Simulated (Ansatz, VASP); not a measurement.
# Two plane-wave programs on TiAl

```xyz
2
Lattice="2.7813 0.0000 0.0000 0.0000 2.7813 0.0000 0.0000 0.0000 4.0168" Properties=species:S:1:pos:R:3 pbc="T T T"
Ti    1.3906    1.3906    2.0084
Al    0.0000    0.0000    0.0000
```

Alike in both runs: functional PBE; dispersion D3(BJ); k mesh 14 × 14 × 10; occupations gaussian, width 0.1 eV; no spin polarisation.

Ansatz relaxed the structure, and its values are those at the end. VASP's run is a single point on that final structure, the one shown.

|  | VASP | Ansatz |
| --- | --- | --- |
| version | VASP 6.6.1 | Ansatz 0.2.0 |
| potentials or method | VASP PAW PBE potentials, release 64 (Ti_sv, Al), cutoff 520 eV | scalar-relativistic, plane waves, PAW |
| valence electrons in the cell | 15 | 15 |

|  | VASP | Ansatz | Ansatz less VASP |
| --- | --- | --- | --- |
| gap on the k mesh at the Fermi level (eV) | none | none | - |
| pressure (GPa) | 0.0 | 0.0 | +0.03 |

A gap of «none» marks a metal or a gap that the smearing closes.
